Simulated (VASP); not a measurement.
# PbSe (Fm-3m) in VASP: further runs

PbSe is run at these levels: PBE, r2SCAN; tasks: single point.

Program: VASP 6.6.1. These are calculated values, not measurements. Logs are shortened: lines on timing, memory, paths and dates and some standing lists are left out, and cuts for length are marked.

## 1. The cell of the first run

Symmetry: Fm-3m, No. 225, cubic system. The conventional cell has a = 6.177 Å, b = 6.177 Å, c = 6.177 Å, α = 90.00°, β = 90.00°, γ = 90.00°. Pb (site symmetry m-3m) has 6 Se at 3.09 Å within 4.1 Å. Within 4.1 Å of Se (site symmetry m-3m) lie 6 Pb at 3.09 Å.

## 2. Single point, PBE

INCAR reads:

```
PREC     = Accurate       # precision mode
ENCUT    = 520            # plane-wave cutoff, eV
EDIFF    = 1E-7           # SCF threshold, eV
ISMEAR   = -1             # smearing method
SIGMA    = 0.02           # smearing width, eV
LREAL    = F              # projectors in reciprocal space
LASPH    = T              # aspherical terms in the spheres
NELM     = 80             # most SCF steps
ALGO     = Normal         # electronic algorithm
ISIF     = 2              # what is computed and relaxed
LWAVE    = F              # write WAVECAR
LCHARG   = F              # write CHGCAR
GGA      = PE             # functional
NBANDS   = 17             # bands
```

KPOINTS reads:

```
Automatic mesh
0
Gamma
  8 8 8
```

POSCAR reads:

```
PbSe
1.0
    0.0000000000      3.0887022195      3.0887022195
    3.0887022195      0.0000000000      3.0887022195
    3.0887022195      3.0887022195      0.0000000000
Pb Se
1 1
Direct
    0.0000000000      0.0000000000      0.0000000000
    0.5000000000      0.5000000000      0.5000000000
```

Potentials or basis: VASP PAW PBE potentials, release 64 (Pb_d, Se).

Launch:

```bash
$ cat potpaw_PBE.64/Pb_d/POTCAR potpaw_PBE.64/Se/POTCAR > POTCAR
$ mpirun -np 1 vasp_std > vasp.out
```

OUTCAR:

```text
PREC = Accurate
   ENCUT = 520
   EDIFF = 1E-7
   ISMEAR = -1
   LREAL = F
   LASPH = T
   NELM = 80
   ISIF = 2
   GGA = PE

 ion  position               nearest neighbor table
   1  0.000  0.000  0.000-   2 3.09   2 3.09   2 3.09   2 3.09   2 3.09   2 3.09
   2  0.500  0.500  0.500-   1 3.09   1 3.09   1 3.09   1 3.09   1 3.09   1 3.09

  LATTYP: Found a face centered cubic cell.
 ALAT       =     6.1774044390

  Lattice vectors:

 A1 = (   0.0000000000,   3.0887022195,   3.0887022195)
 A2 = (   3.0887022195,   0.0000000000,   3.0887022195)
 A3 = (   3.0887022195,   3.0887022195,   0.0000000000)

Analysis of symmetry for initial positions (statically):
=====================================================================
 Subroutine PRICEL returns:
 Original cell was already a primitive cell.

 Routine SETGRP: Setting up the symmetry group for a
 face centered cubic supercell.

 Subroutine GETGRP returns: Found 48 space group operations
 (whereof 48 operations were pure point group operations)
 out of a pool of 48 trial point group operations.

The static configuration has the point symmetry O_h .

Analysis of symmetry for dynamics (positions and initial velocities):
=====================================================================
 Subroutine PRICEL returns:
 Original cell was already a primitive cell.

 Routine SETGRP: Setting up the symmetry group for a
 face centered cubic supercell.

 Subroutine GETGRP returns: Found 48 space group operations
 (whereof 48 operations were pure point group operations)
 out of a pool of 48 trial point group operations.

The dynamic configuration has the point symmetry O_h .

 Subroutine INISYM returns: Found 48 space group operations
 (whereof 48 operations are pure point group operations),
 and found     1 'primitive' translations

----------------------------------------------------------------------------------------

                                     Primitive cell

  volume of cell :      58.9329

  direct lattice vectors                    reciprocal lattice vectors
     0.000000000  3.088702220  3.088702220    -0.161880286  0.161880286  0.161880286
     3.088702220  0.000000000  3.088702220     0.161880286 -0.161880286  0.161880286
     3.088702220  3.088702220  0.000000000     0.161880286  0.161880286 -0.161880286

  length of vectors
     4.368084569  4.368084569  4.368084569     0.280384881  0.280384881  0.280384881

  position of ions in fractional coordinates (direct lattice)
     0.000000000  0.000000000  0.000000000
     0.500000000  0.500000000  0.500000000

  ion indices of the primitive-cell ions
   primitive index   ion index
                 1           1
                 2           2

----------------------------------------------------------------------------------------

 KPOINTS: Automatic mesh

Automatic generation of k-mesh.
 Grid dimensions read from file:
 generate k-points for:    8    8    8

 Generating k-lattice:

  Cartesian coordinates                     Fractional coordinates (reciprocal lattice)
    -0.020235036  0.020235036  0.020235036     0.125000000  0.000000000  0.000000000
     0.020235036 -0.020235036  0.020235036     0.000000000  0.125000000  0.000000000
     0.020235036  0.020235036 -0.020235036     0.000000000  0.000000000  0.125000000

  Length of vectors
     0.035048110  0.035048110  0.035048110

  Shift w.r.t. Gamma in fractional coordinates (k-lattice)
     0.000000000  0.000000000  0.000000000

 Subroutine IBZKPT returns following result:
 ===========================================

 Found     29 irreducible k-points:

 Following reciprocal coordinates:
            Coordinates               Weight
  0.000000  0.000000  0.000000      1.000000
  0.125000  0.000000  0.000000      8.000000
  0.250000  0.000000  0.000000      8.000000
  0.375000  0.000000  0.000000      8.000000
  0.500000  0.000000  0.000000      4.000000
  0.125000  0.125000  0.000000      6.000000
[... 16 lines left out ...]
  0.500000  0.250000  0.125000     48.000000
 -0.375000  0.250000  0.125000     24.000000
 [... further k-points ...]
   k-points           NKPTS =     29   k-points in BZ     NKDIM =     29   number of bands    NBANDS=     17
   number of dos      NEDOS =    301   number of ions     NIONS =      2
   total plane-waves  NPLWV =  32768
   dimension x,y,z NGX =    32 NGY =   32 NGZ =   32
   dimension x,y,z NGXF=    64 NGYF=   64 NGZF=   64
   ions per type =               1   1
   NGX,Y,Z   is equivalent  to a cutoff of  12.18, 12.18, 12.18 a.u.
   NGXF,Y,Z  is equivalent  to a cutoff of  24.36, 24.36, 24.36 a.u.
 SYSTEM =  unknown system
   PREC   = accura    normal or accurate (medium, high low for compatibility)
   ISTART =      0    job   : 0-new  1-cont  2-samecut
   ICHARG =      2    charge: 1-file 2-atom 10-const
   ISPIN  =      1    spin polarized calculation?
   LNONCOLLINEAR =      F non collinear calculations
   LSORBIT =      F    spin-orbit coupling
   LASPH  =      T    aspherical Exc in radial PAW
   ENCUT  =  520.0 eV  38.22 Ry    6.18 a.u.   8.12  8.12  8.12*2*pi/ulx,y,z
   NELM   =     80;   NELMIN=  2; NELMDL= -5     # of ELM steps
   EDIFF  = 0.1E-06   stopping-criterion for ELM
   LREAL  =      F    real-space projection
   EDIFFG = 0.1E-05   stopping-criterion for IOM
   NSW    =      0    number of steps for IOM
   IBRION =     -1    ionic relax: 0-MD 1-quasi-New 2-CG
   NFREE  =      0    steps in history (QN), initial steepest desc. (CG)
   ISIF   =      2    stress and relaxation
   ISYM   =      2    0-nonsym 1-usesym 2-fastsym
   POTIM  = 0.5000    time-step for ionic-motion
   TEBEG  =    0.0;   TEEND  =   0.0 temperature during run
   PSTRESS=    0.0 pullay stress
   NELECT =      20.0000    total number of electrons
   NUPDOWN=      -1.0000    fix difference up-down
   EMIN   =  10.00;   EMAX   =-10.00  energy-range for DOS
   EFERMI =   0.00;   METHOD = LEGACY
   ISMEAR =    -1;   SIGMA  =   0.02  broadening in eV -4-tet -1-fermi 0-gaus
   EFERMI_NEDOS =   21; number of points for ismear=-14 and -15
   IALGO  =     38    algorithm
   IMIX   =      4    mixing-type and parameters
     AMIX     =   0.40;   BMIX     =  1.00
     AMIX_MAG =   1.60;   BMIX_MAG =  1.00
  volume/ion in A,a.u.               =      29.47       198.85
  Fermi-wavevector in a.u.,A,eV,Ry     =   1.141911  2.157898 17.741452  1.303960
  Thomas-Fermi vector in A             =   2.278610
   LORBIT       =      0    0 simple, 1 ext, 2 COOP (PROOUT), +10 PAW based schemes
   GGA     = PE    functional components
[... 5 lines left out ...]
 non-spin polarized calculation
  energy-cutoff  :      520.00
  volume of cell :       58.93
 maximum number of plane-waves:      1604
   NGX = 17   NGY = 17   NGZ = 17

 number of electron      19.9999993 magnetization

 Free energy of the ion-electron system (eV)
  ---------------------------------------------------
  ext. energy  EPLUGINS =         0.00000000
  ---------------------------------------------------
  free energy    TOTEN  =        -8.19519959 eV

  energy without entropy =       -8.19519909  energy(sigma->0) =       -8.19519934

 E-fermi :   4.9030     XC(G=0):  -9.4043

 val. band max:        4.7132891710   @ k =   0.5000   0.0000   0.0000
 cond. band min:       5.0927236374   @ k =   0.5000   0.0000   0.0000
 fundamental gap:      0.3794344664
 Fermi energy:         4.9030058496

 k-point     1 :       0.0000    0.0000    0.0000
  band No.  band energies     occupation
      1     -12.0602      2.00000
      2     -12.0602      2.00000
      3     -12.0602      2.00000
      4     -12.0549      2.00000
      5     -12.0549      2.00000
      6      -8.6313      2.00000
[... 9 lines left out ...]
     16      11.3093      0.00000
     17      12.9622      0.00000

 k-point     2 :       0.1250    0.0000    0.0000
  band No.  band energies     occupation
      1     -12.0598      2.00000
      2     -12.0598      2.00000
      3     -12.0596      2.00000
      4     -12.0541      2.00000
      5     -12.0541      2.00000
      6      -8.5187      2.00000
[... 9 lines left out ...]
     16      11.6425      0.00000
     17      13.9676      0.00000

 k-point     3 :       0.2500    0.0000    0.0000
  band No.  band energies     occupation
      1     -12.0667      2.00000
      2     -12.0667      2.00000
      3     -12.0584      2.00000
      4     -12.0444      2.00000
      5     -12.0444      2.00000
      6      -8.2109      2.00000
[... 9 lines left out ...]
     16      12.4923      0.00000
     17      15.8150      0.00000

 k-point     4 :       0.3750    0.0000    0.0000
  band No.  band energies     occupation
      1     -12.0741      2.00000
      2     -12.0741      2.00000
      3     -12.0574      2.00000
      4     -12.0340      2.00000
      5     -12.0340      2.00000
      6      -7.8260      2.00000
[... 9 lines left out ...]
     16      13.7686      0.00000
     17      16.0831      0.00000

 k-point     5 :       0.5000    0.0000    0.0000
  band No.  band energies     occupation
      1     -12.0772      2.00000
      2     -12.0772      2.00000
      3     -12.0570      2.00000
      4     -12.0297      2.00000
      5     -12.0297      2.00000
      6      -7.6288      2.00000
[... 9 lines left out ...]
     16      14.9046      0.00000
     17      14.9046      0.00000

 k-point     6 :       0.1250    0.1250    0.0000
  band No.  band energies     occupation
      1     -12.0637      2.00000
      2     -12.0625      2.00000
      3     -12.0546      2.00000
      4     -12.0546      2.00000
      5     -12.0524      2.00000
      6      -8.4798      2.00000
[... 9 lines left out ...]
     16      12.2653      0.00000
     17      13.4170      0.00000

 k-point     7 :       0.2500    0.1250    0.0000
  band No.  band energies     occupation
      1     -12.0749      2.00000
      2     -12.0624      2.00000
      3     -12.0573      2.00000
      4     -12.0480      2.00000
      5     -12.0427      2.00000
      6      -8.2336      2.00000
[... 9 lines left out ...]
     16      13.1482      0.00000
     17      14.6757      0.00000

 k-point     8 :       0.3750    0.1250    0.0000
  band No.  band energies     occupation
      1     -12.0847      2.00000
      2     -12.0645      2.00000
      3     -12.0586      2.00000
      4     -12.0411      2.00000
      5     -12.0325      2.00000
      6      -7.8655      2.00000
[... 9 lines left out ...]
     16      14.3381      0.00000
     17      15.9624      0.00000
[... 203 lines left out ...]
      1     -12.1509      2.00000
      2     -12.0717      2.00000
      3     -12.0426      2.00000
      4     -12.0246      2.00000
      5     -12.0226      2.00000
      6      -7.3529      2.00000
[... 9 lines left out ...]
     16      16.1555      0.00000
     17      16.4414      0.00000

 k-point    20 :      -0.3750    0.3750    0.0000
  band No.  band energies     occupation
      1     -12.1361      2.00000
      2     -12.0618      2.00000
      3     -12.0509      2.00000
      4     -12.0312      2.00000
      5     -12.0255      2.00000
      6      -7.3053      2.00000
[... 9 lines left out ...]
     16      14.9450      0.00000
     17      16.8960      0.00000

 k-point    21 :       0.5000    0.5000    0.0000
  band No.  band energies     occupation
      1     -12.1647      2.00000
      2     -12.0762      2.00000
      3     -12.0378      2.00000
      4     -12.0201      2.00000
      5     -12.0201      2.00000
      6      -7.2987      2.00000
[... 9 lines left out ...]
     16      16.1774      0.00000
     17      17.3473      0.00000

 k-point    22 :       0.3750    0.2500    0.1250
  band No.  band energies     occupation
      1     -12.0891      2.00000
      2     -12.0622      2.00000
      3     -12.0580      2.00000
      4     -12.0412      2.00000
      5     -12.0366      2.00000
      6      -7.9521      2.00000
[... 9 lines left out ...]
     16      14.2014      0.00000
     17      14.7312      0.00000

 k-point    23 :       0.5000    0.2500    0.1250
  band No.  band energies     occupation
      1     -12.0999      2.00000
      2     -12.0632      2.00000
      3     -12.0560      2.00000
      4     -12.0381      2.00000
      5     -12.0313      2.00000
      6      -7.6170      2.00000
[... 9 lines left out ...]
     16      14.6534      0.00000
     17      15.7199      0.00000

 k-point    24 :      -0.3750    0.2500    0.1250
  band No.  band energies     occupation
      1     -12.1038      2.00000
      2     -12.0659      2.00000
      3     -12.0500      2.00000
      4     -12.0414      2.00000
      5     -12.0281      2.00000
      6      -7.4546      2.00000
[... 9 lines left out ...]
     16      15.5644      0.00000
     17      15.6193      0.00000

 [... further k-points ...]

------------------------ aborting loop because EDIFF is reached ----------------------------------------

  FORCE on cell =-STRESS in cart. coord.  units (eV):
  Direction    XX          YY          ZZ          XY          YZ          ZX
  --------------------------------------------------------------------------------------
  -------------------------------------------------------------------------------------
  Total        0.3420207      0.3420207      0.3420207     -0.0000000      0.0000000     -0.0000000
  in kB        9.2983273      9.2983273      9.2983273     -0.0000000      0.0000000     -0.0000000
  external PRESSURE =       9.2983273 kB  Pullay stress =       0.0000000 kB

 VOLUME and BASIS-vectors are now :
 -----------------------------------------------------------------------------
  energy-cutoff  :      520.00
  volume of cell :       58.93
      direct lattice vectors                 reciprocal lattice vectors
     0.000000000  3.088702220  3.088702220    -0.161880286  0.161880286  0.161880286
     3.088702220  0.000000000  3.088702220     0.161880286 -0.161880286  0.161880286
     3.088702220  3.088702220  0.000000000     0.161880286  0.161880286 -0.161880286

 POSITION                                       TOTAL-FORCE (eV/Angst)
 -----------------------------------------------------------------------------------
      0.00000      0.00000      0.00000         0.000000     -0.000000     -0.000000
      3.08870      3.08870      3.08870        -0.000000      0.000000      0.000000
 -----------------------------------------------------------------------------------
    total drift:                                0.000000     -0.000000     -0.000000

  FREE ENERGIE OF THE ION-ELECTRON SYSTEM (eV)
  ---------------------------------------------------
  free  energy   TOTEN  =        -8.1951995916 eV

  energy  without entropy=       -8.1951990941  energy(sigma->0) =       -8.19519934
```

Run time: 49 s. Hardware: 1 thread of AMD EPYC 7R13, shared host; peak memory 0.16 GiB.

What came out:

```
Free energy            : -8.1952 eV
Pressure               : 0.9 GPa
Band gap on the k mesh : 0.38 eV, direct
```

Caveat: spin-orbit coupling is left out, which moves the levels of the heavy elements. A k mesh can miss the band edges.

[end of part 1 of 2]
